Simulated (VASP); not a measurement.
# BaTe (Fm-3m) in VASP: further runs

Runs on BaTe. Level: PBEsol. Tasks: electric field gradients.

All numbers are computed with VASP 6.6.1; they aren't measurements. Logs are shortened: lines on timing, memory, paths and dates and some standing lists are left out, and cuts for length are marked.

## (1) The cell of the first run

It takes space group Fm-3m (No. 225, cubic). The conventional cell has a = 6.820 Å, b = 6.820 Å, c = 6.820 Å, α = 90.00°, β = 90.00°, γ = 90.00°. Ba (site symmetry m-3m) has 6 Te at 3.41 Å within 4.5 Å. Te (site symmetry m-3m) has 6 Ba at 3.41 Å within 4.5 Å.

## (2) Electric field gradients, PBEsol

Input file INCAR:

```
SYSTEM = BaTe
PREC = Accurate ; ENCUT = 520
EDIFF = 1E-8 ; ISMEAR = -1
SIGMA = 0.05 ; LREAL = .False.
LASPH = .True. ; NELM = 60
ALGO = Normal ; ISIF = 2
LWAVE = .False. ; LCHARG = .False.
GGA = PS ; LEFG = .True.
NBANDS = 15
```

Input file KPOINTS:

```
Automatic mesh
0
Gamma
  10 10 10
  0 0 0
```

Input file POSCAR:

```
BaTe
1.0
    0.0000000000      3.4100000000      3.4100000000
    3.4100000000      0.0000000000      3.4100000000
    3.4100000000      3.4100000000      0.0000000000
Ba Te
1 1
Direct
    0.0000000000      0.0000000000      0.0000000000
    0.5000000000      0.5000000000      0.5000000000
```

Potentials or basis: VASP PAW PBE potentials, release 64 (Ba_sv, Te).

The run is started by

```
cat potpaw_PBE.64/Ba_sv/POTCAR potpaw_PBE.64/Te/POTCAR > POTCAR
mpirun -np 1 vasp_std > vasp.out
```

OUTCAR:

```text
SYSTEM = BaTe
   PREC = Accurate
   ENCUT = 520
   EDIFF = 1E-8
   ISMEAR = -1
   LREAL = .False.
   LASPH = .True.
   NELM = 60
   ISIF = 2
   GGA = PS

 ion  position               nearest neighbor table
   1  0.000  0.000  0.000-   2 3.41   2 3.41   2 3.41   2 3.41   2 3.41   2 3.41
   2  0.500  0.500  0.500-   1 3.41   1 3.41   1 3.41   1 3.41   1 3.41   1 3.41

  LATTYP: Found a face centered cubic cell.
 ALAT       =     6.8200000000

  Lattice vectors:

 A1 = (   0.0000000000,   3.4100000000,   3.4100000000)
 A2 = (   3.4100000000,   0.0000000000,   3.4100000000)
 A3 = (   3.4100000000,   3.4100000000,   0.0000000000)

Analysis of symmetry for initial positions (statically):
=====================================================================
 Subroutine PRICEL returns:
 Original cell was already a primitive cell.

 Routine SETGRP: Setting up the symmetry group for a
 face centered cubic supercell.

 Subroutine GETGRP returns: Found 48 space group operations
 (whereof 48 operations were pure point group operations)
 out of a pool of 48 trial point group operations.

The static configuration has the point symmetry O_h .

Analysis of symmetry for dynamics (positions and initial velocities):
=====================================================================
 Subroutine PRICEL returns:
 Original cell was already a primitive cell.

 Routine SETGRP: Setting up the symmetry group for a
 face centered cubic supercell.

 Subroutine GETGRP returns: Found 48 space group operations
 (whereof 48 operations were pure point group operations)
 out of a pool of 48 trial point group operations.

The dynamic configuration has the point symmetry O_h .

 Subroutine INISYM returns: Found 48 space group operations
 (whereof 48 operations are pure point group operations),
 and found     1 'primitive' translations

----------------------------------------------------------------------------------------

                                     Primitive cell

  volume of cell :      79.3036

  direct lattice vectors                    reciprocal lattice vectors
     0.000000000  3.410000000  3.410000000    -0.146627566  0.146627566  0.146627566
     3.410000000  0.000000000  3.410000000     0.146627566 -0.146627566  0.146627566
     3.410000000  3.410000000  0.000000000     0.146627566  0.146627566 -0.146627566

  length of vectors
[... 128 lines left out ...]

 E-fermi :   3.2949     XC(G=0):  -8.7286

 val. band max:        2.6696583971   @ k =   0.0000   0.0000   0.0000
 cond. band min:       3.9072889781   @ k =   0.5000   0.5000   0.0000
 fundamental gap:      1.2376305810
 Fermi energy:         3.2948885942

 k-point     1 :       0.0000    0.0000    0.0000
  band No.  band energies     occupation
      1     -24.1234      2.00000
      2      -9.2831      2.00000
      3      -9.2831      2.00000
      4      -9.2831      2.00000
      5      -7.0949      2.00000
      6       2.6697      1.99999
      7       2.6697      1.99999
      8       2.6697      1.99999
      9       5.4684      0.00000
     10       5.4684      0.00000
     11       5.4684      0.00000
     12       5.7364      0.00000
     13       6.2024      0.00000
     14       6.2024      0.00000
[... 401 lines left out ...]
      2      -9.6218      2.00000
      3      -9.3836      2.00000
      4      -9.3712      2.00000
      5      -6.6542      2.00000
      6       1.0326      2.00000
      7       2.0622      2.00000
      8       2.1696      2.00000
      9       4.3681      0.00000
     10       7.1839      0.00000
     11       7.3760      0.00000
     12       8.2276      0.00000
     13       8.2517      0.00000
     14       9.5566      0.00000
     15      10.9474      0.00000

 [... further k-points ...]
[... 5 lines left out ...]
  --------------------------------------------------------------------------------------
  -------------------------------------------------------------------------------------
  Total        1.1731966      1.1731966      1.1731966      0.0000000      0.0000000     -0.0000000
  in kB       23.7021774     23.7021774     23.7021774      0.0000000      0.0000000     -0.0000000
  external PRESSURE =      23.7021774 kB  Pullay stress =       0.0000000 kB

 VOLUME and BASIS-vectors are now :
 -----------------------------------------------------------------------------
  energy-cutoff  :      520.00
  volume of cell :       79.30
      direct lattice vectors                 reciprocal lattice vectors
     0.000000000  3.410000000  3.410000000    -0.146627566  0.146627566  0.146627566
     3.410000000  0.000000000  3.410000000     0.146627566 -0.146627566  0.146627566
     3.410000000  3.410000000  0.000000000     0.146627566  0.146627566 -0.146627566

 POSITION                                       TOTAL-FORCE (eV/Angst)
 -----------------------------------------------------------------------------------
      0.00000      0.00000      0.00000         0.000000      0.000000     -0.000000
      3.41000      3.41000      3.41000         0.000000      0.000000      0.000000
 -----------------------------------------------------------------------------------
    total drift:                                0.000000      0.000000      0.000000

  FREE ENERGIE OF THE ION-ELECTRON SYSTEM (eV)
  ---------------------------------------------------
  free  energy   TOTEN  =        -9.1549787786 eV

  energy  without entropy=       -9.1549787255  energy(sigma->0) =       -9.15497875

 Electric field gradients (V/A^2)
---------------------------------------------------------------------
 ion       V_xx      V_yy      V_zz      V_xy      V_xz      V_yz
---------------------------------------------------------------------
   1      -0.000     0.000     0.000    -0.000    -0.000    -0.000
   2       0.000    -0.000    -0.000     0.000     0.000     0.000
---------------------------------------------------------------------

 Electric field gradients after diagonalization (V/A^2)
 (convention: |V_zz| > |V_xx| > |V_yy|)
----------------------------------------------------------------------
 ion       V_xx      V_yy      V_zz     asymmetry (V_yy - V_xx)/ V_zz
----------------------------------------------------------------------
   1       0.000     0.000    -0.000       0.000
   2      -0.000    -0.000     0.000       0.000
----------------------------------------------------------------------

           NMR quadrupolar parameters

 Cq : quadrupolar parameter    Cq=e*Q*V_zz/h
 eta: asymmetry parameters     (V_yy - V_xx)/ V_zz
 Q  : nuclear electric quadrupole moment in mb (millibarn)
----------------------------------------------------------------------
 ion       Cq(MHz)       eta       Q (mb)
----------------------------------------------------------------------
   1      -0.000       0.000       1.000
   2       0.000       0.000       1.000
----------------------------------------------------------------------
```

stdout:

```text
POSCAR found type information on POSCAR BaTe
 POSCAR found :  2 types and       2 ions
 scaLAPACK will be used
 -----------------------------------------------------------------------------
|                                                                             |
|                                                                             |
|     You enforced a specific xc type in the INCAR file but a different       |
|     I HOPE YOU KNOW WHAT YOU ARE DOING!                                     |
|                                                                             |
 -----------------------------------------------------------------------------

 LDA part: xc-table for (Slater+PW92), standard interpolation
 POSCAR, INCAR and KPOINTS ok, starting setup
 FFT: planning ... GRIDC
 FFT: planning ... GRID_SOFT
 FFT: planning ... GRID
 WAVECAR not read
 entering main loop
ion   1

ion   2
```

It took 32 s on 1 thread of Intel Xeon Platinum 8559C (Emerald Rapids), shared host; peak memory 0.23 GiB.

What came out:

| Property | Result |
| --- | --- |
| Free energy | -9.1550 eV |
| Pressure | 2.4 GPa |
| Band gap on the k mesh | 1.24 eV (least direct gap 1.62 eV) |
| Largest electric field gradient by atom | under 0.05 V/Å² on every atom |

Caveat: the PAW data sets were made with another functional, which shifts forces and pressure a little; spin-orbit coupling is left out, which moves the levels of the heavy elements. A k mesh can miss the band edges.

## (3) Electric field gradients, PBEsol

Input file INCAR:

```
  PREC = Accurate
  ENCUT = 520
  EDIFF = 1E-8
  ISMEAR = -1
  SIGMA = 0.05
  LREAL = F
  LASPH = T
  NELM = 80
  ALGO = Normal
  ISIF = 2
  LWAVE = F
  LCHARG = F
  GGA = PS
  LEFG = T
  NBANDS = 15
```

Input file KPOINTS:

```
regular mesh
0
Gamma
  10 10 10
```

POSCAR is that of step 2.

Potentials or basis: VASP PAW PBE potentials, release 64 (Ba_sv, Te).

The run is started by

```
cat potpaw_PBE.64/Ba_sv/POTCAR potpaw_PBE.64/Te/POTCAR > POTCAR
mpirun -np 1 vasp_std > vasp.out
```

OUTCAR:

```text
PREC = Accurate
   ENCUT = 520
   EDIFF = 1E-8
   ISMEAR = -1
   LREAL = F
   LASPH = T
   NELM = 80
   ISIF = 2
   GGA = PS

 ion  position               nearest neighbor table
   1  0.000  0.000  0.000-   2 3.41   2 3.41   2 3.41   2 3.41   2 3.41   2 3.41
   2  0.500  0.500  0.500-   1 3.41   1 3.41   1 3.41   1 3.41   1 3.41   1 3.41

  LATTYP: Found a face centered cubic cell.
 ALAT       =     6.8200000000

  Lattice vectors:

 A1 = (   0.0000000000,   3.4100000000,   3.4100000000)
 A2 = (   3.4100000000,   0.0000000000,   3.4100000000)
 A3 = (   3.4100000000,   3.4100000000,   0.0000000000)

Analysis of symmetry for initial positions (statically):
=====================================================================
 Subroutine PRICEL returns:
 Original cell was already a primitive cell.

 Routine SETGRP: Setting up the symmetry group for a
 face centered cubic supercell.

 Subroutine GETGRP returns: Found 48 space group operations
 (whereof 48 operations were pure point group operations)
 out of a pool of 48 trial point group operations.

The static configuration has the point symmetry O_h .

Analysis of symmetry for dynamics (positions and initial velocities):
=====================================================================
 Subroutine PRICEL returns:
 Original cell was already a primitive cell.

 Routine SETGRP: Setting up the symmetry group for a
 face centered cubic supercell.

 Subroutine GETGRP returns: Found 48 space group operations
 (whereof 48 operations were pure point group operations)
 out of a pool of 48 trial point group operations.

The dynamic configuration has the point symmetry O_h .

 Subroutine INISYM returns: Found 48 space group operations
[... 166 lines left out ...]
     14       6.2024      0.00000
[... 401 lines left out ...]
      2      -9.6218      2.00000
      3      -9.3836      2.00000
      4      -9.3712      2.00000
      5      -6.6542      2.00000
      6       1.0326      2.00000
      7       2.0622      2.00000
      8       2.1696      2.00000
      9       4.3681      0.00000
     10       7.1839      0.00000
     11       7.3760      0.00000
     12       8.2276      0.00000
     13       8.2517      0.00000
     14       9.5566      0.00000
     15      10.9474      0.00000

 [... further k-points ...]
[... 5 lines left out ...]
  --------------------------------------------------------------------------------------
  -------------------------------------------------------------------------------------
  Total        1.1731966      1.1731966      1.1731966      0.0000000      0.0000000     -0.0000000
  in kB       23.7021774     23.7021774     23.7021774      0.0000000      0.0000000     -0.0000000
  external PRESSURE =      23.7021774 kB  Pullay stress =       0.0000000 kB

 VOLUME and BASIS-vectors are now :
 -----------------------------------------------------------------------------
  energy-cutoff  :      520.00
  volume of cell :       79.30
      direct lattice vectors                 reciprocal lattice vectors
     0.000000000  3.410000000  3.410000000    -0.146627566  0.146627566  0.146627566
     3.410000000  0.000000000  3.410000000     0.146627566 -0.146627566  0.146627566
     3.410000000  3.410000000  0.000000000     0.146627566  0.146627566 -0.146627566

 POSITION                                       TOTAL-FORCE (eV/Angst)
 -----------------------------------------------------------------------------------
      0.00000      0.00000      0.00000         0.000000      0.000000     -0.000000
      3.41000      3.41000      3.41000         0.000000      0.000000      0.000000
 -----------------------------------------------------------------------------------
    total drift:                                0.000000      0.000000      0.000000

  FREE ENERGIE OF THE ION-ELECTRON SYSTEM (eV)
  ---------------------------------------------------
  free  energy   TOTEN  =        -9.1549787786 eV

  energy  without entropy=       -9.1549787255  energy(sigma->0) =       -9.15497875

 Electric field gradients (V/A^2)
---------------------------------------------------------------------
 ion       V_xx      V_yy      V_zz      V_xy      V_xz      V_yz
---------------------------------------------------------------------
   1      -0.000     0.000     0.000    -0.000    -0.000    -0.000
   2       0.000    -0.000    -0.000     0.000     0.000     0.000
---------------------------------------------------------------------

 Electric field gradients after diagonalization (V/A^2)
 (convention: |V_zz| > |V_xx| > |V_yy|)
----------------------------------------------------------------------
 ion       V_xx      V_yy      V_zz     asymmetry (V_yy - V_xx)/ V_zz
----------------------------------------------------------------------
   1       0.000     0.000    -0.000       0.000
   2      -0.000    -0.000     0.000       0.000
----------------------------------------------------------------------

           NMR quadrupolar parameters

 Cq : quadrupolar parameter    Cq=e*Q*V_zz/h
 eta: asymmetry parameters     (V_yy - V_xx)/ V_zz
 Q  : nuclear electric quadrupole moment in mb (millibarn)
----------------------------------------------------------------------
 ion       Cq(MHz)       eta       Q (mb)
----------------------------------------------------------------------
   1      -0.000       0.000       1.000
   2       0.000       0.000       1.000
----------------------------------------------------------------------
```

stdout:

```text
POSCAR found type information on POSCAR BaTe
 POSCAR found :  2 types and       2 ions
 scaLAPACK will be used
 -----------------------------------------------------------------------------
|                                                                             |
|                                                                             |
|     You enforced a specific xc type in the INCAR file but a different       |
|     I HOPE YOU KNOW WHAT YOU ARE DOING!                                     |
|                                                                             |
 -----------------------------------------------------------------------------

 LDA part: xc-table for (Slater+PW92), standard interpolation
 POSCAR, INCAR and KPOINTS ok, starting setup
 FFT: planning ... GRIDC
 FFT: planning ... GRID_SOFT
 FFT: planning ... GRID
 WAVECAR not read
 entering main loop
ion   1

ion   2
```

Run time: 36 s. Hardware: 1 thread of Intel Xeon Platinum 8559C (Emerald Rapids), shared host; peak memory 0.23 GiB.

Results:

```
Free energy                             : -9.1550 eV
Pressure                                : 2.4 GPa
Band gap on the k mesh                  : 1.24 eV (least direct gap 1.62 eV)
Largest electric field gradient by atom : under 0.05 V/Å² on every atom
```

Caveat: the PAW data sets were made with another functional, which shifts forces and pressure a little; spin-orbit coupling is left out, which moves the levels of the heavy elements.
